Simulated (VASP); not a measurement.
# SnO (P4/nmm) in VASP: notebook, part 2 of 3

VASP 6.6.1.

### 4 Single point, LDA (volume scaled by 1.01)

The input, INCAR:

```
SYSTEM = SnO
PREC     = Accurate       ! precision mode
ENCUT    = 520            ! plane-wave cutoff, eV
EDIFF    = 1E-6           ! SCF threshold, eV
ISMEAR   = -1             ! smearing method
SIGMA    = 0.02           ! smearing width, eV
LREAL    = .False.        ! projectors in reciprocal space
LASPH    = .True.         ! aspherical terms in the spheres
NELM     = 100            ! most SCF steps
ALGO     = Normal         ! electronic algorithm
ISIF     = 2              ! what is computed and relaxed
LWAVE    = .False.        ! write WAVECAR
LCHARG   = .False.        ! write CHGCAR
NBANDS   = 28             ! bands
```

The input, KPOINTS:

```
Automatic mesh
0
Gamma
  6 6 5
  0 0 0
```

The input, POSCAR:

```
SnO
1.0
    3.8146313220      0.0000000000      0.0000000000
    0.0000000000      3.8146313220      0.0000000000
    0.0000000000      0.0000000000      4.8520665632
Sn O
2 2
Direct
    0.0000000000      0.5000000000      0.2385000000
    0.5000000000      0.0000000000      0.7615000000
    0.0000000000      0.0000000000      0.0000000000
    0.5000000000      0.5000000000      0.0000000000
```

Potentials or basis: VASP PAW LDA potentials, release 64 (Sn_d, O).

The run is started by

```console
> cat potpaw_LDA.64/Sn_d/POTCAR potpaw_LDA.64/O/POTCAR > POTCAR
> mpirun -np 1 vasp_std > vasp.out
```

OUTCAR:

```text
SYSTEM = SnO
   PREC = Accurate
   ENCUT = 520
   EDIFF = 1E-6
   ISMEAR = -1
   LREAL = .False.
   LASPH = .True.
   NELM = 100
   ISIF = 2

 ion  position               nearest neighbor table
   1  0.000  0.500  0.239-   3 2.23   4 2.23   3 2.23   4 2.23   2 3.55   2 3.55   2 3.55   2 3.55
                             2 3.70   2 3.70   2 3.70   2 3.70
   2  0.500  0.000  0.761-   3 2.23   4 2.23   4 2.23   3 2.23   1 3.55   1 3.55   1 3.55   1 3.55
                             1 3.70   1 3.70   1 3.70   1 3.70
   3  0.000  0.000  0.000-   1 2.23   2 2.23   1 2.23   2 2.23
   4  0.500  0.500  0.000-   1 2.23   2 2.23   2 2.23   1 2.23

  LATTYP: Found a simple tetragonal cell.
 ALAT       =     3.8146313220
 C/A-ratio  =     1.2719621252

  Lattice vectors:

 A1 = (   3.8146313220,   0.0000000000,   0.0000000000)
 A2 = (   0.0000000000,   3.8146313220,   0.0000000000)
 A3 = (   0.0000000000,   0.0000000000,   4.8520665632)

Analysis of symmetry for initial positions (statically):
=====================================================================
 Subroutine PRICEL returns:
 Original cell was already a primitive cell.

 Routine SETGRP: Setting up the symmetry group for a
 simple tetragonal supercell.

 Subroutine GETGRP returns: Found 16 space group operations
 (whereof  8 operations were pure point group operations)
 out of a pool of 16 trial point group operations.

The static configuration has the point symmetry D_2d.
 The point group associated with its full space group is D_4h.

Analysis of symmetry for dynamics (positions and initial velocities):
=====================================================================
 Subroutine PRICEL returns:
 Original cell was already a primitive cell.

 Routine SETGRP: Setting up the symmetry group for a
 simple tetragonal supercell.

 Subroutine GETGRP returns: Found 16 space group operations
 (whereof  8 operations were pure point group operations)
 out of a pool of 16 trial point group operations.

The dynamic configuration has the point symmetry D_2d.
 The point group associated with its full space group is D_4h.

 Subroutine INISYM returns: Found 16 space group operations
 (whereof  8 operations are pure point group operations),
 and found     1 'primitive' translations

----------------------------------------------------------------------------------------

                                     Primitive cell

  volume of cell :      70.6044

  direct lattice vectors                    reciprocal lattice vectors
     3.814631322  0.000000000  0.000000000     0.262148532  0.000000000  0.000000000
     0.000000000  3.814631322  0.000000000     0.000000000  0.262148532  0.000000000
     0.000000000  0.000000000  4.852066563     0.000000000  0.000000000  0.206097750

  length of vectors
     3.814631322  3.814631322  4.852066563     0.262148532  0.262148532  0.206097750

  position of ions in fractional coordinates (direct lattice)
     0.000000000  0.500000000  0.238500000
     0.500000000  0.000000000  0.761500000
     0.000000000  0.000000000  0.000000000
     0.500000000  0.500000000  0.000000000

  ion indices of the primitive-cell ions
   primitive index   ion index
                 1           1
                 2           2
                 3           3
                 4           4
[... 24 lines left out ...]

 Found     30 irreducible k-points:

 Following reciprocal coordinates:
            Coordinates               Weight
  0.000000  0.000000  0.000000      1.000000
  0.166667  0.000000  0.000000      4.000000
  0.333333  0.000000  0.000000      4.000000
  0.500000  0.000000  0.000000      2.000000
  0.166667  0.166667  0.000000      4.000000
  0.333333  0.166667  0.000000      8.000000
[... 16 lines left out ...]
  0.333333  0.000000  0.400000      8.000000
  0.500000  0.000000  0.400000      4.000000
 [... further k-points ...]
   k-points           NKPTS =     30   k-points in BZ     NKDIM =     30   number of bands    NBANDS=     28
   number of dos      NEDOS =    301   number of ions     NIONS =      4
   total plane-waves  NPLWV =  28224
   dimension x,y,z NGX =    28 NGY =   28 NGZ =   36
   dimension x,y,z NGXF=    56 NGYF=   56 NGZF=   72
   ions per type =               2   2
   NGX,Y,Z   is equivalent  to a cutoff of  12.20, 12.20, 12.33 a.u.
   NGXF,Y,Z  is equivalent  to a cutoff of  24.41, 24.41, 24.67 a.u.
 SYSTEM =  SnO
   PREC   = accura    normal or accurate (medium, high low for compatibility)
   ISTART =      0    job   : 0-new  1-cont  2-samecut
   ICHARG =      2    charge: 1-file 2-atom 10-const
   ISPIN  =      1    spin polarized calculation?
   LNONCOLLINEAR =      F non collinear calculations
   LSORBIT =      F    spin-orbit coupling
   LASPH  =      T    aspherical Exc in radial PAW
   ENCUT  =  520.0 eV  38.22 Ry    6.18 a.u.   7.09  7.09  9.02*2*pi/ulx,y,z
   NELM   =    100;   NELMIN=  2; NELMDL= -5     # of ELM steps
   EDIFF  = 0.1E-05   stopping-criterion for ELM
   LREAL  =      F    real-space projection
   EDIFFG = 0.1E-04   stopping-criterion for IOM
   NSW    =      0    number of steps for IOM
   IBRION =     -1    ionic relax: 0-MD 1-quasi-New 2-CG
   NFREE  =      0    steps in history (QN), initial steepest desc. (CG)
   ISIF   =      2    stress and relaxation
   ISYM   =      2    0-nonsym 1-usesym 2-fastsym
   POTIM  = 0.5000    time-step for ionic-motion
   TEBEG  =    0.0;   TEEND  =   0.0 temperature during run
   PSTRESS=    0.0 pullay stress
   NELECT =      40.0000    total number of electrons
   NUPDOWN=      -1.0000    fix difference up-down
   EMIN   =  10.00;   EMAX   =-10.00  energy-range for DOS
   EFERMI =   0.00;   METHOD = LEGACY
   ISMEAR =    -1;   SIGMA  =   0.02  broadening in eV -4-tet -1-fermi 0-gaus
   EFERMI_NEDOS =   21; number of points for ismear=-14 and -15
   IALGO  =     38    algorithm
   IMIX   =      4    mixing-type and parameters
     AMIX     =   0.40;   BMIX     =  1.00
     AMIX_MAG =   1.60;   BMIX_MAG =  1.00
  volume/ion in A,a.u.               =      17.65       119.12
  Fermi-wavevector in a.u.,A,eV,Ry     =   1.354620  2.559861 24.966633  1.834996
  Thomas-Fermi vector in A             =   2.481776
   LORBIT       =      0    0 simple, 1 ext, 2 COOP (PROOUT), +10 PAW based schemes
   GGA     = CA    functional components
   LHFCALC =     F    Hartree Fock is set to
   AEXX    =    0.0000 exact exchange contribution
   IVDW    =     0    specifies the selected vdW correction
   LEPSILON=     F    determine dielectric tensor
   LRPA    =     F    only Hartree local field effects (RPA)
 non-spin polarized calculation
  energy-cutoff  :      520.00
  volume of cell :       70.60
 maximum number of plane-waves:      1916
   NGX = 15   NGY = 15   NGZ = 19

 number of electron      39.9999981 magnetization

 Free energy of the ion-electron system (eV)
  ---------------------------------------------------
  ext. energy  EPLUGINS =         0.00000000
  ---------------------------------------------------
  free energy    TOTEN  =       -25.69672117 eV

  energy without entropy =      -25.69658390  energy(sigma->0) =      -25.69665253

 E-fermi :   6.7493     XC(G=0): -10.6290

 val. band max:        6.6936867627   @ k =   0.0000   0.0000   0.0000
 cond. band min:       6.8153147403   @ k =   0.5000   0.5000   0.0000
 fundamental gap:      0.1216279775
 Fermi energy:         6.7493456637

 k-point     1 :       0.0000    0.0000    0.0000
  band No.  band energies     occupation
      1     -15.0899      2.00000
      2     -14.6867      2.00000
      3     -14.6867      2.00000
      4     -14.6825      2.00000
      5     -14.6352      2.00000
      6     -14.6313      2.00000
[... 733 lines left out ...]
     27      15.7499      0.00000
     28      15.7499      0.00000

 [... further k-points ...]

------------------------ aborting loop because EDIFF is reached ----------------------------------------

  FORCE on cell =-STRESS in cart. coord.  units (eV):
  Direction    XX          YY          ZZ          XY          YZ          ZX
  --------------------------------------------------------------------------------------
  -------------------------------------------------------------------------------------
  Total       -1.5668083     -1.5668083     -1.4006414      0.0000000      0.0000000      0.0000000
  in kB      -35.5544976    -35.5544976    -31.7837882      0.0000000      0.0000000      0.0000000
  external PRESSURE =     -34.2975945 kB  Pullay stress =       0.0000000 kB

 VOLUME and BASIS-vectors are now :
 -----------------------------------------------------------------------------
  energy-cutoff  :      520.00
  volume of cell :       70.60
      direct lattice vectors                 reciprocal lattice vectors
     3.814631322  0.000000000  0.000000000     0.262148532  0.000000000  0.000000000
     0.000000000  3.814631322  0.000000000     0.000000000  0.262148532  0.000000000
     0.000000000  0.000000000  4.852066563     0.000000000  0.000000000  0.206097750

 POSITION                                       TOTAL-FORCE (eV/Angst)
 -----------------------------------------------------------------------------------
      0.00000      1.90732      1.15722        -0.000000      0.000000     -0.286620
      1.90732      0.00000      3.69485         0.000000      0.000000      0.286620
      0.00000      0.00000      0.00000         0.000000      0.000000     -0.000000
      1.90732      1.90732      0.00000         0.000000     -0.000000     -0.000000
 -----------------------------------------------------------------------------------
    total drift:                                0.000000      0.000000      0.000000

  FREE ENERGIE OF THE ION-ELECTRON SYSTEM (eV)
  ---------------------------------------------------
  free  energy   TOTEN  =       -25.6967211665 eV

  energy  without entropy=      -25.6965839012  energy(sigma->0) =      -25.69665253
```

Run time: 19 s. Hardware: 1 thread of Intel Xeon 6975P-C (Granite Rapids), shared host; peak memory 0.18 GiB.

Results:

* Free energy: -25.6967 eV
* Pressure: -3.4 GPa
* Largest force: 0.287 eV/Å
* Band gap on the k mesh: 0.12 eV, indirect (least direct gap 1.97 eV)

Forces on the atoms (eV/Å):
```
Sn   0.000  0.000 -0.287
Sn   0.000  0.000  0.287
O    0.000  0.000  0.000
O    0.000  0.000  0.000
```

Levels at points of the mesh, in eV from the valence-band top:
```tsv
k point	band 18	band 19	band 20	band 21	band 22	band 23
(0.00, 0.00, 0.00)	-3.07	-3.07	0.00	2.08	4.27	4.69
(0.50, 0.00, 0.00)	-4.75	-2.63	-2.63	3.15	3.15	5.86
(0.50, 0.50, 0.00)	-2.40	-1.85	-1.85	0.12	0.12	4.42
```

Caveat: spin-orbit coupling is left out, which moves the levels of the heavy elements. A k mesh can miss the band edges.

### 5 Single point, LDA (volume scaled by 1.04)

The input, INCAR:

```
ALGO = Normal
EDIFF = 1E-6
ENCUT = 520
GGA = CA
ISIF = 2
ISMEAR = -1
LASPH = T
LCHARG = T
LELF = T
LREAL = F
LVHAR = T
LWAVE = F
NBANDS = 28
NELM = 80
PREC = Accurate
SIGMA = 0.02
```

The input, KPOINTS:

```
k-points
0
Gamma
  6 6 5
```

The input, POSCAR:

```
SnO
1.0
    3.8520320533      0.0000000000      0.0000000000
    0.0000000000      3.8520320533      0.0000000000
    0.0000000000      0.0000000000      4.8996388769
Sn O
2 2
Direct
    0.0000000000      0.5000000000      0.2385000000
    0.5000000000      0.0000000000      0.7615000000
    0.0000000000      0.0000000000      0.0000000000
    0.5000000000      0.5000000000      0.0000000000
```

Potentials or basis: VASP PAW LDA potentials, release 64 (Sn_d, O).

The run is started by

```console
> cat potpaw_LDA.64/Sn_d/POTCAR potpaw_LDA.64/O/POTCAR > POTCAR
> mpirun -np 1 vasp_std > vasp.out
```

OUTCAR:

```text
EDIFF = 1E-6
   ENCUT = 520
   GGA = CA
   ISIF = 2
   ISMEAR = -1
   LASPH = T
   LREAL = F
   NELM = 80
   PREC = Accurate

 ion  position               nearest neighbor table
   1  0.000  0.500  0.239-   3 2.25   4 2.25   3 2.25   4 2.25   2 3.59   2 3.59   2 3.59   2 3.59
                             2 3.74   2 3.74   2 3.74   2 3.74
   2  0.500  0.000  0.761-   3 2.25   4 2.25   4 2.25   3 2.25   1 3.59   1 3.59   1 3.59   1 3.59
                             1 3.74   1 3.74   1 3.74   1 3.74
[... 950 lines left out ...]
  --------------------------------------------------------------------------------------
  -------------------------------------------------------------------------------------
  Total       -2.8023197     -2.8023197     -2.3697639      0.0000000      0.0000000      0.0000000
  in kB      -61.7567464    -61.7567464    -52.2242015      0.0000000      0.0000000      0.0000000
  external PRESSURE =     -58.5792314 kB  Pullay stress =       0.0000000 kB

 VOLUME and BASIS-vectors are now :
 -----------------------------------------------------------------------------
  energy-cutoff  :      520.00
  volume of cell :       72.70
      direct lattice vectors                 reciprocal lattice vectors
     3.852032053  0.000000000  0.000000000     0.259603240  0.000000000  0.000000000
     0.000000000  3.852032053  0.000000000     0.000000000  0.259603240  0.000000000
     0.000000000  0.000000000  4.899638877     0.000000000  0.000000000  0.204096674

 POSITION                                       TOTAL-FORCE (eV/Angst)
 -----------------------------------------------------------------------------------
      0.00000      1.92602      1.16856        -0.000000      0.000000     -0.660333
      1.92602      0.00000      3.73108         0.000000      0.000000      0.660333
      0.00000      0.00000      0.00000        -0.000000     -0.000000      0.000000
      1.92602      1.92602      0.00000        -0.000000      0.000000      0.000000
 -----------------------------------------------------------------------------------
    total drift:                                0.000000      0.000000     -0.000000

  FREE ENERGIE OF THE ION-ELECTRON SYSTEM (eV)
  ---------------------------------------------------
  free  energy   TOTEN  =       -25.6375264181 eV

  energy  without entropy=      -25.6375064047  energy(sigma->0) =      -25.63751641
```

OSZICAR:

```text
N       E                     dE             d eps       ncg     rms          rms(c)
DAV:   1     0.409789418719E+03    0.40979E+03   -0.19881E+04  1728   0.214E+03
DAV:   2     0.350146692981E+02   -0.37477E+03   -0.36063E+03  1744   0.534E+02
DAV:   3    -0.261311590896E+02   -0.61146E+02   -0.59593E+02  1932   0.180E+02
DAV:   4    -0.292442634927E+02   -0.31131E+01   -0.30982E+01  1944   0.431E+01
DAV:   5    -0.293142928407E+02   -0.70029E-01   -0.70016E-01  1808   0.709E+00    0.114E+01
DAV:   6    -0.257982186584E+02    0.35161E+01   -0.17179E+01  2712   0.464E+01    0.527E+00
DAV:   7    -0.256954127891E+02    0.10281E+00   -0.21797E+00  1964   0.888E+00    0.243E+00
DAV:   8    -0.256507671931E+02    0.44646E-01   -0.34343E-01  1852   0.364E+00    0.761E-01
DAV:   9    -0.256371594089E+02    0.13608E-01   -0.40586E-02  2764   0.198E+00    0.222E-01
DAV:  10    -0.256380021439E+02   -0.84274E-03   -0.68195E-03  2396   0.717E-01    0.153E-01
DAV:  11    -0.256375069646E+02    0.49518E-03   -0.21226E-03  2576   0.401E-01    0.159E-02
DAV:  12    -0.256375272821E+02   -0.20317E-04   -0.22015E-04  1732   0.934E-02    0.201E-02
DAV:  13    -0.256375265434E+02    0.73877E-06   -0.10144E-05  2056   0.228E-02    0.637E-03
DAV:  14    -0.256375264181E+02    0.12524E-06   -0.94095E-07   908   0.705E-03
   1 F= -.25637526E+02 E0= -.25637516E+02  d E =-.200134E-04
```

It took 25 s on 1 thread of Intel Xeon 6975P-C (Granite Rapids), shared host; peak memory 0.18 GiB.

What came out:

- Free energy: -25.6375 eV
- Pressure: -5.9 GPa
- Largest force: 0.660 eV/Å
- Band gap on the k mesh: 0.22 eV, indirect (least direct gap 2.01 eV)

Forces in eV/Å, atoms in the order of the input:
```
Sn   0.000  0.000 -0.660
Sn   0.000  0.000  0.660
O    0.000  0.000  0.000
O    0.000  0.000  0.000
```

Stress tensor (GPa, compression positive):
```
-6.18  0.00  0.00
 0.00 -6.18  0.00
 0.00  0.00 -5.22
```

Levels at points of the mesh, in eV from the valence-band top:
```tsv
k point	band 16	band 17	band 18	band 19	band 20	band 21	band 22	band 23	band 24	band 25
(0.00, 0.00, 0.00)	-5.89	-3.16	-2.86	-2.86	0.00	2.03	4.30	4.68	4.68	5.58
(0.50, 0.00, 0.00)	-4.67	-4.50	-4.50	-2.48	-2.48	3.12	3.12	5.80	5.80	5.86
(0.50, 0.50, 0.00)	-4.79	-2.21	-2.21	-1.79	-1.79	0.22	0.22	4.46	4.46	7.05
```

Caveat: spin-orbit coupling is left out, which moves the levels of the heavy elements.

(Continued in part 3 of 3.)
